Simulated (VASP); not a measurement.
TePb:

```
Te Pb
1.0
     4.00229    0.00000    0.00000
     0.00000    4.00229    0.00000
     0.00000    0.00000    4.00229
Te Pb
1 1
Direct
  0.50000 0.50000 0.50000
  0.00000 0.00000 0.00000
```

Base run:

```yaml
Program: VASP 6.6.1
Functional: PBE
Potentials_or_basis: VASP PAW PBE potentials, release 64 (Te, Pb_d)
Cutoff: 520 eV
k_mesh: 10 × 10 × 10
Occupations: fermi-dirac, width 0.08 eV
Spin: no spin polarisation
```

Its results: band gap on the k mesh zero (band 10 reaches 6.59 eV, above the bottom of band 11 at 5.35 eV); pressure -0.3 GPa.

Task: After a change of settings the same cell gave: band gap on the k mesh zero (band 10 reaches 6.44 eV, above the bottom of band 11 at 5.15 eV); pressure -2.9 GPa. Which change was it?
A. functional from PBE to PBEsol
B. further incar settings from ALGO = Normal; EDIFF = 1e-06; NBANDS = 17 to ALGO = Normal; EDIFF = 1e-07; NBANDS = 17
C. functional from PBE to revPBE

Result: A.

PBEsol binds more tightly than PBE, so the same cell stands under less pressure.

Caveats: spin-orbit coupling is left out, which moves the levels of the heavy elements; the PAW data sets were made with another functional, which shifts forces and pressure a little (some runs).
